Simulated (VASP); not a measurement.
Set up this calculation in VASP 6.6.1, as the native input.

| Item | Value |
| --- | --- |
| Task | relaxation of the atoms |
| Functional | PBE |
| Dispersion | D3(BJ) |
| Potentials or basis | VASP PAW PBE potentials, release 64 (Ir) |
| Cutoff | 520 eV |
| k mesh | 12 × 12 × 1 |
| Occupations | gaussian, width 0.1 eV |
| Spin | no spin polarisation |
| Dipole correction | yes |
| Atoms held fixed (from 0) | [0] |
| Further INCAR settings | ALGO = Normal; EDIFF = 1e-06; IBRION = 2; EDIFFG = -0.03; NSW = 70 |

The structure of Ir lies in POSCAR:

```
Ir
1.0
    2.7154514959      0.0000000000      0.0000000000
   -1.3577257480      2.3516499782      0.0000000000
    0.0000000000      0.0000000000     18.4343137242
Ir
3
Selective dynamics
Direct
    0.6666666667      0.3333333333      0.3797266394  F F F
    0.3333333333      0.6666666667      0.5000000000  T T T
    0.0000000000      0.0000000000      0.6202733606  T T T
```

One way to write it, as run:

INCAR

```
SYSTEM = Ir
PREC = Accurate
ENCUT = 520
EDIFF = 1E-6
ISMEAR = 0
SIGMA = 0.1
LREAL = .FALSE.
LASPH = .TRUE.
NELM = 100
ALGO = Normal
ISIF = 2
LWAVE = .FALSE.
LCHARG = .FALSE.
LDIPOL = .TRUE.
IDIPOL = 3
DIPOL = 0.5 0.5 0.500
GGA = PE
IVDW = 12
IBRION = 2
NSW = 70
EDIFFG = -0.03
```

KPOINTS

```
regular mesh
0
G
  12 12 1
  0 0 0
```

Potentials or basis: VASP PAW PBE potentials, release 64 (Ir).

Command:

```sh
$ cat potpaw_PBE.64/Ir/POTCAR > POTCAR
$ mpirun -np 1 vasp_std > vasp.out
```

Results of the run:

| Quantity | Value |
| --- | --- |
| Energy gained by relaxing | 7.6 meV/atom |
| Ionic steps | 7 |
| Band gap on the k mesh | zero (an odd number of electrons rules out a gap without spin polarisation) |
| Dispersion energy per atom | -0.485 eV |

Caveat: spin-orbit coupling is left out, which moves the levels of the heavy elements.

Run time: 2.8 min on 1 thread of AMD EPYC 7R13 Processor (Zen 3), on a shared host, peak memory 0.22 GiB.
